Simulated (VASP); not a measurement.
Set up this calculation in VASP 6.6.1, as the native input.

```yaml
Task: single point
Functional: PBE
Potentials_or_basis: VASP PAW PBE potentials, release 64 (Ga_d, As)
Cutoff: 500 eV
k_mesh: 4 × 4 × 4
Occupations: gaussian, width 0.1 eV
Spin: no spin polarisation
Dipole_correction: no
Further_INCAR_settings: ALGO = Normal; EDIFF = 1e-06; NBANDS = 16
```

The structure of GaAs lies in POSCAR:

```
GaAs
1.0
    0.0000000000      2.8750910496      2.8750910496
    2.8750910496      0.0000000000      2.8750910496
    2.8750910496      2.8750910496      0.0000000000
Ga As
1 1
Direct
    0.0000000000      0.0000000000      0.0000000000
    0.2500000000      0.2500000000      0.2500000000
```

One way to write it, as run:

INCAR

```
SYSTEM = GaAs
PREC = Accurate
ENCUT = 500
EDIFF = 1E-6
ISMEAR = 0
SIGMA = 0.1
LREAL = .False.
LASPH = .True.
NELM = 120
ALGO = Normal
ISIF = 2
LWAVE = .False.
LCHARG = .True.
GGA = PE
LELF = .True.
LVHAR = .True.
NBANDS = 16
GGA_COMPAT = .False.
```

KPOINTS

```
regular mesh
0
Gamma
  4 4 4
  0 0 0
```

Potentials or basis: VASP PAW PBE potentials, release 64 (Ga_d, As).

Command:

```bash
$ cat potpaw_PBE.64/Ga_d/POTCAR potpaw_PBE.64/As/POTCAR > POTCAR
$ mpirun -np 1 vasp_std > vasp.out
```

Results of the run:

| Item | Value |
| --- | --- |
| Pressure | 0.4 GPa |
| Band gap on the k mesh | 0.13 eV, direct |

Caveat: the k points lie up to 0.47 Å⁻¹ apart.

It took 5.5 s on 1 thread of AMD EPYC 9R45 96-Core Processor (Zen 5), on a shared host, peak memory 0.13 GiB.
